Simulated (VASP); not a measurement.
# Se (Fd-3m) in VASP: a series of runs, part 2 of 2

VASP 6.6.1. Earlier steps stand in the parts before.

### 4 Single point, PBE (15.86 Å³/atom)

This run uses another cell than the first one, of 15.86 Å³/atom.

The input, INCAR:

```
SYSTEM = Se
PREC     = Accurate       ! precision mode
ENCUT    = 520            ! plane-wave cutoff, eV
EDIFF    = 1E-7           ! SCF threshold, eV
ISMEAR   = -1             ! smearing method
SIGMA    = 0.1            ! smearing width, eV
LREAL    = .False.        ! projectors in reciprocal space
LASPH    = .True.         ! aspherical terms in the spheres
NELM     = 80             ! most SCF steps
ALGO     = Normal         ! electronic algorithm
ISIF     = 2              ! what is computed and relaxed
LWAVE    = .False.        ! write WAVECAR
LCHARG   = .False.        ! write CHGCAR
GGA      = PE             ! functional
NBANDS   = 13             ! bands
```

The input, KPOINTS:

```
Automatic mesh
0
Gamma
  11 11 11
  0 0 0
```

The input, POSCAR:

```
Se
1.0
    0.0000000000      2.5126160269      2.5126160269
    2.5126160269      0.0000000000      2.5126160269
    2.5126160269      2.5126160269      0.0000000000
Se
2
Direct
   -0.1250000000     -0.1250000000     -0.1250000000
    0.1250000000      0.1250000000      0.1250000000
```

Potentials or basis: VASP PAW PBE potentials, release 64 (Se).

Command:

```bash
cat potpaw_PBE.64/Se/POTCAR > POTCAR
mpirun -np 1 vasp_std > vasp.out
```

OUTCAR:

```text
SYSTEM = Se
   PREC = Accurate
   ENCUT = 520
   EDIFF = 1E-7
   ISMEAR = -1
   LREAL = .False.
   LASPH = .True.
   NELM = 80
   ISIF = 2
   GGA = PE

 ion  position               nearest neighbor table
   1  0.875  0.875  0.875-   2 2.18   2 2.18   2 2.18   2 2.18
   2  0.125  0.125  0.125-   1 2.18   1 2.18   1 2.18   1 2.18

  LATTYP: Found a face centered cubic cell.
 ALAT       =     5.0252320538

  Lattice vectors:

 A1 = (   0.0000000000,   2.5126160269,   2.5126160269)
 A2 = (   2.5126160269,   0.0000000000,   2.5126160269)
 A3 = (   2.5126160269,   2.5126160269,   0.0000000000)

Analysis of symmetry for initial positions (statically):
=====================================================================
 Subroutine PRICEL returns:
 Original cell was already a primitive cell.

 Routine SETGRP: Setting up the symmetry group for a
 face centered cubic supercell.

 Subroutine GETGRP returns: Found 48 space group operations
 (whereof 12 operations were pure point group operations)
 out of a pool of 48 trial point group operations.

The static configuration has the point symmetry D_3d.
 The point group associated with its full space group is O_h .

Analysis of symmetry for dynamics (positions and initial velocities):
=====================================================================
 Subroutine PRICEL returns:
 Original cell was already a primitive cell.

 Routine SETGRP: Setting up the symmetry group for a
 face centered cubic supercell.

 Subroutine GETGRP returns: Found 48 space group operations
 (whereof 12 operations were pure point group operations)
 out of a pool of 48 trial point group operations.

The dynamic configuration has the point symmetry D_3d.
 The point group associated with its full space group is O_h .

 Subroutine INISYM returns: Found 48 space group operations
 (whereof 12 operations are pure point group operations),
 and found     1 'primitive' translations

[... 122 lines left out ...]
   IVDW    =     0    specifies the selected vdW correction
   LEPSILON=     F    determine dielectric tensor
   LRPA    =     F    only Hartree local field effects (RPA)
 non-spin polarized calculation
  energy-cutoff  :      520.00
  volume of cell :       31.73
 maximum number of plane-waves:       881
   NGX = 13   NGY = 13   NGZ = 13

 number of electron      12.0000001 magnetization

 Free energy of the ion-electron system (eV)
  ---------------------------------------------------
  ext. energy  EPLUGINS =         0.00000000
  ---------------------------------------------------
  free energy    TOTEN  =        -0.11649470 eV

  energy without entropy =       -0.07986148  energy(sigma->0) =       -0.09817809

 E-fermi :   9.7613     XC(G=0): -11.3762

 val. band max:        9.7017450133   @ k =  -0.3636   0.2727   0.0909
 cond. band min:       9.7785703275   @ k =   0.2727   0.0909   0.0000
 fundamental gap:      0.0768253141
 Fermi energy:         9.7613210613

 k-point     1 :       0.0000    0.0000    0.0000
  band No.  band energies     occupation
      1     -11.8746      2.00000
      2       3.5230      2.00000
      3       3.7468      2.00000
      4       3.7468      2.00000
      5       3.7468      2.00000
      6       7.7593      2.00000
      7       7.7593      2.00000
      8       7.7593      2.00000
      9      14.2731      0.00000
     10      16.7519      0.00000
     11      16.7519      0.00000
     12      19.6866      0.00000
     13      19.6866      0.00000
[... 354 lines left out ...]
  band No.  band energies     occupation
      1     -10.6415      2.00000
      2      -2.5550      2.00000
      3       0.9189      2.00000
      4       2.8628      2.00000
      5       6.7006      2.00000
      6       9.2020      1.99258
      7       9.4593      1.90697
      8      11.0923      0.00000
      9      14.5847      0.00000
     10      17.3011      0.00000
     11      17.5941      0.00000
     12      20.6331      0.00000
     13      22.9288      0.00000

 [... further k-points ...]

------------------------ aborting loop because EDIFF is reached ----------------------------------------

  FORCE on cell =-STRESS in cart. coord.  units (eV):
  Direction    XX          YY          ZZ          XY          YZ          ZX
  --------------------------------------------------------------------------------------
  -------------------------------------------------------------------------------------
  Total       20.8854405     20.8854405     20.8854405     -0.0000000     -0.0000000      0.0000000
  in kB     1054.7410528   1054.7410528   1054.7410528     -0.0000000     -0.0000000      0.0000000
  external PRESSURE =    1054.7410528 kB  Pullay stress =       0.0000000 kB

 VOLUME and BASIS-vectors are now :
 -----------------------------------------------------------------------------
  energy-cutoff  :      520.00
  volume of cell :       31.73
      direct lattice vectors                 reciprocal lattice vectors
     0.000000000  2.512616027  2.512616027    -0.198995786  0.198995786  0.198995786
     2.512616027  0.000000000  2.512616027     0.198995786 -0.198995786  0.198995786
     2.512616027  2.512616027  0.000000000     0.198995786  0.198995786 -0.198995786

 POSITION                                       TOTAL-FORCE (eV/Angst)
 -----------------------------------------------------------------------------------
      4.39708      4.39708      4.39708        -0.000000      0.000000      0.000000
      0.62815      0.62815      0.62815         0.000000      0.000000     -0.000000
 -----------------------------------------------------------------------------------
    total drift:                                0.000000     -0.000000     -0.000000

  FREE ENERGIE OF THE ION-ELECTRON SYSTEM (eV)
  ---------------------------------------------------
  free  energy   TOTEN  =        -0.1164946963 eV

  energy  without entropy=       -0.0798614797  energy(sigma->0) =       -0.09817809
```

stdout:

```text
POSCAR found type information on POSCAR Se
 POSCAR found :  1 types and       2 ions
 scaLAPACK will be used
 LDA part: xc-table for (Slater+PW92), standard interpolation
 POSCAR, INCAR and KPOINTS ok, starting setup
 FFT: planning ... GRIDC
 FFT: planning ... GRID_SOFT
 FFT: planning ... GRID
 WAVECAR not read
 entering main loop
```

Wall time 16 s (1 thread of AMD EPYC 7R13 (Zen 3), shared host); peak memory 0.13 GiB.

What came out:

* Free energy: -0.1165 eV
* Pressure: 105.5 GPa
* Band gap on the k mesh: zero (bands 6 and 7 overlap by 3.41 eV)

Caveat: the cell stands under pressure.
